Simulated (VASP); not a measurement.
# Os (Pm-3m) in VASP: single point with LDA

Aim: the single point of Os with LDA.

Everything below comes from runs of VASP 6.6.1. Logs are shortened: lines on timing, memory, paths and dates and some standing lists are left out, and cuts for length are marked.

### 1 The cell of the first run

The structure is cubic, space group Pm-3m (No. 221). Conventional cell: a = 2.517 Å, b = 2.517 Å, c = 2.517 Å, α = 90.00°, β = 90.00°, γ = 90.00°. Within 3.3 Å of Os (site symmetry m-3m) lie 6 Os at 2.52 Å.

This isn't the form of Os at room conditions, which is hcp.

### 2 Single point, LDA

POSCAR reads:

```
Os
1.0
    2.5167608770      0.0000000000      0.0000000000
    0.0000000000      2.5167608770      0.0000000000
    0.0000000000      0.0000000000      2.5167608770
Os
1
Direct
    0.0000000000      0.0000000000      0.0000000000
```

INCAR.step1 reads:

```
SYSTEM = Os
ALGO = Normal
EDIFF = 1E-6
ENCUT = 520
ISIF = 2
ISMEAR = -1
LASPH = .TRUE.
LCHARG = .TRUE.
LMAXMIX = 4
LREAL = .FALSE.
LWAVE = .FALSE.
NBANDS = 10
NELM = 100
PREC = Accurate
SIGMA = 0.05
```

KPOINTS.step1 reads:

```
k-points
0
G
  17 17 17
  0 0 0
```

INCAR.step2 reads:

```
SYSTEM = Os
ALGO = Normal
EDIFF = 1E-6
ENCUT = 520
ICHARG = 11
ISIF = 2
ISMEAR = -5
LASPH = .TRUE.
LCHARG = .FALSE.
LMAXMIX = 4
LORBIT = 11
LREAL = .FALSE.
LWAVE = .FALSE.
NBANDS = 10
NEDOS = 2001
NELM = 100
PREC = Accurate
SIGMA = 0.05
```

KPOINTS.step2 reads:

```
k-points
0
G
  26 26 26
  0 0 0
```

Potentials or basis: VASP PAW LDA potentials, release 64 (Os).

Run with:

```bash
cat potpaw_LDA.64/Os/POTCAR > POTCAR
cp INCAR.step1 INCAR
cp KPOINTS.step1 KPOINTS
mpirun -np 1 vasp_std > vasp.out
cp INCAR.step2 INCAR
cp KPOINTS.step2 KPOINTS
mpirun -np 1 vasp_std > vasp.out
```

OUTCAR:

```text
SYSTEM = Os
   EDIFF = 1E-6
   ENCUT = 520
   ICHARG = 11
   ISIF = 2
   ISMEAR = -5
   LASPH = .TRUE.
   LORBIT = 11
   LREAL = .FALSE.
   NELM = 100
   PREC = Accurate

 ion  position               nearest neighbor table
   1  0.000  0.000  0.000-

  LATTYP: Found a simple cubic cell.
 ALAT       =     2.5167608770

  Lattice vectors:

 A1 = (   2.5167608770,   0.0000000000,   0.0000000000)
 A2 = (   0.0000000000,   2.5167608770,   0.0000000000)
 A3 = (   0.0000000000,   0.0000000000,   2.5167608770)

Analysis of symmetry for initial positions (statically):
=====================================================================
 Subroutine PRICEL returns:
 Original cell was already a primitive cell.

 Routine SETGRP: Setting up the symmetry group for a
 simple cubic supercell.

 Subroutine GETGRP returns: Found 48 space group operations
 (whereof 48 operations were pure point group operations)
 out of a pool of 48 trial point group operations.

The static configuration has the point symmetry O_h .

Analysis of symmetry for dynamics (positions and initial velocities):
=====================================================================
 Subroutine PRICEL returns:
 Original cell was already a primitive cell.

 Routine SETGRP: Setting up the symmetry group for a
 simple cubic supercell.

 Subroutine GETGRP returns: Found 48 space group operations
 (whereof 48 operations were pure point group operations)
 out of a pool of 48 trial point group operations.

The dynamic configuration has the point symmetry O_h .

 Subroutine INISYM returns: Found 48 space group operations
 (whereof 48 operations are pure point group operations),
 and found     1 'primitive' translations

----------------------------------------------------------------------------------------

                                     Primitive cell

  volume of cell :      15.9414

  direct lattice vectors                    reciprocal lattice vectors
     2.516760877  0.000000000  0.000000000     0.397336119  0.000000000  0.000000000
     0.000000000  2.516760877  0.000000000     0.000000000  0.397336119  0.000000000
     0.000000000  0.000000000  2.516760877     0.000000000  0.000000000  0.397336119

  length of vectors
     2.516760877  2.516760877  2.516760877     0.397336119  0.397336119  0.397336119

  position of ions in fractional coordinates (direct lattice)
     0.000000000  0.000000000  0.000000000

  ion indices of the primitive-cell ions
   primitive index   ion index
                 1           1

----------------------------------------------------------------------------------------

 KPOINTS: k-points

Automatic generation of k-mesh.
 Grid dimensions read from file:
 generate k-points for:   26   26   26

 Generating k-lattice:

  Cartesian coordinates                     Fractional coordinates (reciprocal lattice)
     0.015282158  0.000000000  0.000000000     0.038461538  0.000000000  0.000000000
     0.000000000  0.015282158  0.000000000     0.000000000  0.038461538  0.000000000
     0.000000000  0.000000000  0.015282158     0.000000000  0.000000000  0.038461538

  Length of vectors
     0.015282158  0.015282158  0.015282158

  Shift w.r.t. Gamma in fractional coordinates (k-lattice)
     0.000000000  0.000000000  0.000000000

 TETIRR: Found   8764 inequivalent tetrahedra from   105456

 Subroutine IBZKPT returns following result:
 ===========================================

 Found    560 irreducible k-points:

 Following reciprocal coordinates:
            Coordinates               Weight
  0.000000  0.000000  0.000000      1.000000
  0.038462  0.000000  0.000000      6.000000
  0.076923  0.000000  0.000000      6.000000
  0.115385  0.000000  0.000000      6.000000
  0.153846  0.000000  0.000000      6.000000
  0.192308  0.000000  0.000000      6.000000
[... 16 lines left out ...]
  0.346154  0.038462  0.000000     24.000000
  0.384615  0.038462  0.000000     24.000000
 [... further k-points ...]
   k-points           NKPTS =    560   k-points in BZ     NKDIM =    560   number of bands    NBANDS=     10
   number of dos      NEDOS =   2001   number of ions     NIONS =      1
   total plane-waves  NPLWV =   8000
   dimension x,y,z NGX =    20 NGY =   20 NGZ =   20
   dimension x,y,z NGXF=    40 NGYF=   40 NGZF=   40
   ions per type =               1
   NGX,Y,Z   is equivalent  to a cutoff of  13.21, 13.21, 13.21 a.u.
   NGXF,Y,Z  is equivalent  to a cutoff of  26.42, 26.42, 26.42 a.u.
 SYSTEM =  Os
   PREC   = accura    normal or accurate (medium, high low for compatibility)
   ISTART =      0    job   : 0-new  1-cont  2-samecut
   ICHARG =     11    charge: 1-file 2-atom 10-const
   ISPIN  =      1    spin polarized calculation?
   LNONCOLLINEAR =      F non collinear calculations
   LSORBIT =      F    spin-orbit coupling
   LASPH  =      T    aspherical Exc in radial PAW
   ENCUT  =  520.0 eV  38.22 Ry    6.18 a.u.   4.68  4.68  4.68*2*pi/ulx,y,z
   NELM   =    100;   NELMIN=  2; NELMDL=  0     # of ELM steps
   EDIFF  = 0.1E-05   stopping-criterion for ELM
   LREAL  =      F    real-space projection
[... 7 lines left out ...]
   TEBEG  =    0.0;   TEEND  =   0.0 temperature during run
   PSTRESS=    0.0 pullay stress
   NELECT =       8.0000    total number of electrons
   NUPDOWN=      -1.0000    fix difference up-down
   EMIN   =  10.00;   EMAX   =-10.00  energy-range for DOS
   EFERMI =   0.00;   METHOD = LEGACY
   ISMEAR =    -5;   SIGMA  =   0.05  broadening in eV -4-tet -1-fermi 0-gaus
   EFERMI_NEDOS =   21; number of points for ismear=-14 and -15
   IALGO  =     38    algorithm
   IMIX   =      4    mixing-type and parameters
     AMIX     =   0.40;   BMIX     =  1.00
     AMIX_MAG =   1.60;   BMIX_MAG =  1.00
  volume/ion in A,a.u.               =      15.94       107.58
  Fermi-wavevector in a.u.,A,eV,Ry     =   1.300957  2.458452 23.027705  1.692489
  Thomas-Fermi vector in A             =   2.432122
   LORBIT       =     11    0 simple, 1 ext, 2 COOP (PROOUT), +10 PAW based schemes
   GGA     = CA    functional components
   LHFCALC =     F    Hartree Fock is set to
   AEXX    =    0.0000 exact exchange contribution
   IVDW    =     0    specifies the selected vdW correction
   LEPSILON=     F    determine dielectric tensor
   LRPA    =     F    only Hartree local field effects (RPA)
 non-spin polarized calculation
 Fermi weights with tetrahedron method with Bloechl corrections
  energy-cutoff  :      520.00
  volume of cell :       15.94
 maximum number of plane-waves:       449
 NGX is ok and might be reduce to    20

 number of electron       8.0000000 magnetization

 Free energy of the ion-electron system (eV)
  ---------------------------------------------------
  ext. energy  EPLUGINS =         0.00000000
  ---------------------------------------------------
  free energy    TOTEN  =       -11.07195401 eV

  energy without entropy =      -11.07195401  energy(sigma->0) =      -11.07195401

 E-fermi :   7.7277     XC(G=0): -13.2886

 val. band max:        7.8802266956   @ k =   0.4615   0.3462   0.0000
 cond. band min:       7.6479565822   @ k =   0.1923   0.1923   0.1923
 fundamental gap:     -0.2322701134
 Fermi energy:         7.7277370403

 k-point     1 :       0.0000    0.0000    0.0000
  band No.  band energies     occupation
      1      -2.0806      2.00000
      2       1.3790      2.00000
      3       1.3790      2.00000
      4      10.1347      0.00000
      5      10.1347      0.00000
      6      10.1347      0.00000
      7      23.5470      0.00000
      8      23.5470      0.00000
      9      23.5470      0.00000
     10      29.9243      0.00000

 k-point     2 :       0.0385    0.0000    0.0000
  band No.  band energies     occupation
      1      -2.0294      2.00000
      2       1.3907      2.00000
      3       1.4319      2.00000
      4      10.0646      0.00000
      5      10.0646      0.00000
      6      10.1397      0.00000
      7      23.2196      0.00000
      8      23.6512      0.00000
      9      23.6512      0.00000
     10      30.1807      0.00000

 k-point     3 :       0.0769    0.0000    0.0000
  band No.  band energies     occupation
      1      -1.8800      2.00000
      2       1.4253      2.00000
      3       1.5918      2.00000
      4       9.8644      0.00000
      5       9.8644      0.00000
      6      10.1547      0.00000
      7      22.4036      0.00000
      8      23.9530      0.00000
      9      23.9530      0.00000
     10      30.7128      0.00000

 k-point     4 :       0.1154    0.0000    0.0000
  band No.  band energies     occupation
      1      -1.6447      2.00000
      2       1.4813      2.00000
      3       1.8611      2.00000
      4       9.5592      0.00000
      5       9.5592      0.00000
      6      10.1790      0.00000
      7      21.3622      0.00000
      8      24.4237      0.00000
      9      24.4237      0.00000
     10      30.2539      0.00000
[... 222 lines left out ...]
 k-point    22 :       0.3077    0.0385    0.0000
  band No.  band energies     occupation
      1       0.1789      2.00000
      2       2.0031      2.00000
      3       4.6003      2.00000
      4       7.5216      2.02194
      5       7.5725      1.85958
      6      10.3160      0.00000
      7      16.6141      0.00000
      8      25.3627      0.00000
      9      27.5354      0.00000
     10      28.0982      0.00000

 k-point    23 :       0.3462    0.0385    0.0000
  band No.  band energies     occupation
      1       0.5218      2.00000
      2       2.1025      2.00000
      3       5.1810      2.00000
      4       7.2514      2.00000
      5       7.2598      2.00000
      6      10.3562      0.00000
      7      16.0282      0.00000
      8      24.7397      0.00000
      9      28.1200      0.00000
     10      28.8232      0.00000

 k-point    24 :       0.3846    0.0385    0.0000
  band No.  band energies     occupation
      1       0.8220      2.00000
      2       2.1884      2.00000
      3       5.6063      2.00000
      4       6.9914      2.00000
      5       7.1256      2.01865
      6      10.3903      0.00000
      7      15.6270      0.00000
      8      24.2342      0.00000
      9      28.5445      0.00000
     10      29.4801      0.00000

 [... further k-points ...]
[... 5 lines left out ...]
  --------------------------------------------------------------------------------------
  -------------------------------------------------------------------------------------
  Total       -0.0203188     -0.0203188     -0.0203188      0.0000000      0.0000000     -0.0000000
  in kB       -2.0421243     -2.0421243     -2.0421243      0.0000000      0.0000000     -0.0000000
  external PRESSURE =      -2.0421243 kB  Pullay stress =       0.0000000 kB

 VOLUME and BASIS-vectors are now :
 -----------------------------------------------------------------------------
  energy-cutoff  :      520.00
  volume of cell :       15.94
      direct lattice vectors                 reciprocal lattice vectors
     2.516760877  0.000000000  0.000000000     0.397336119  0.000000000  0.000000000
     0.000000000  2.516760877  0.000000000     0.000000000  0.397336119  0.000000000
     0.000000000  0.000000000  2.516760877     0.000000000  0.000000000  0.397336119

 POSITION                                       TOTAL-FORCE (eV/Angst)
 -----------------------------------------------------------------------------------
      0.00000      0.00000      0.00000         0.000000      0.000000      0.000000
 -----------------------------------------------------------------------------------
    total drift:                                0.000000      0.000000      0.000000

  FREE ENERGIE OF THE ION-ELECTRON SYSTEM (eV)
  ---------------------------------------------------
  free  energy   TOTEN  =       -11.0719540101 eV

  energy  without entropy=      -11.0719540101  energy(sigma->0) =      -11.07195401

 total charge

# of ion       s       p       d       tot
------------------------------------------
    1        0.716   0.570   6.312   7.598
```

It took 76 s on 1 thread of Intel Xeon 8259CL, shared host; peak memory 0.21 GiB.

Results:

| Property | Result |
| --- | --- |
| Valence electrons inside the program's atomic spheres | Os 7.60 |

Levels at points of the mesh, in eV from the Fermi level:
| k point | band 2 | band 3 | band 4 | band 5 | band 6 | band 7 |
| --- | --- | --- | --- | --- | --- | --- |
| (0.00, 0.00, 0.00) | -6.35 | -6.35 | 2.41 | 2.41 | 2.41 | 15.82 |
| (0.50, 0.00, 0.00) | -5.46 | -1.22 | -1.09 | -1.09 | 2.77 | 7.55 |
| (0.50, 0.50, 0.00) | -4.79 | -0.41 | -0.41 | 4.65 | 4.65 | 4.98 |
| (0.50, 0.50, 0.50) | -5.62 | -5.62 | 5.24 | 5.24 | 8.35 | 11.68 |

Caveat: spin-orbit coupling is left out, which moves the levels of the heavy elements; tetrahedron occupations give inexact forces and stress in metals.
